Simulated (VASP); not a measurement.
A run of VASP 6.6.1:

File INCAR:

```
PREC     = Accurate       # precision mode
ENCUT    = 520            # plane-wave cutoff, eV
EDIFF    = 1E-6           # SCF threshold, eV
ISMEAR   = 0              # smearing method
SIGMA    = 0.15           # smearing width, eV
LREAL    = F              # projectors in reciprocal space
LASPH    = T              # aspherical terms in the spheres
NELM     = 60             # most SCF steps
ALGO     = Fast           # electronic algorithm
ISIF     = 2              # what is computed and relaxed
LWAVE    = F              # write WAVECAR
LCHARG   = T              # write CHGCAR
GGA      = PS             # functional
LELF     = T              # ELF
LVHAR    = T            
NBANDS   = 17             # bands
```

File KPOINTS:

```
Automatic mesh
0
Gamma
  24 24 14
```

The input POSCAR:

```
Pt
1.0
    2.5889111393      0.0000000000      0.0000000000
   -1.2944555697      2.2420628147      0.0000000000
    0.0000000000      0.0000000000      4.5891354900
Pt
2
Direct
    0.6666666667      0.3333333333      0.7500000000
    0.3333333333      0.6666666667      0.2500000000
```

Potentials or basis: VASP PAW PBE potentials, release 64 (Pt).

Launch:

```bash
$ cat potpaw_PBE.64/Pt/POTCAR > POTCAR
$ mpirun -np 1 vasp_std > vasp.out
```

Hardware: 1 thread of AMD EPYC 9R45 96-Core Processor (Zen 5) (shared host).

Task: Estimate the wall time of this run.

Result: Run time: 2.4 min on 1 thread of AMD EPYC 9R45 96-Core Processor (Zen 5), on a shared host, peak memory 0.26 GiB. Counts: scf iterations 20, k points 488.
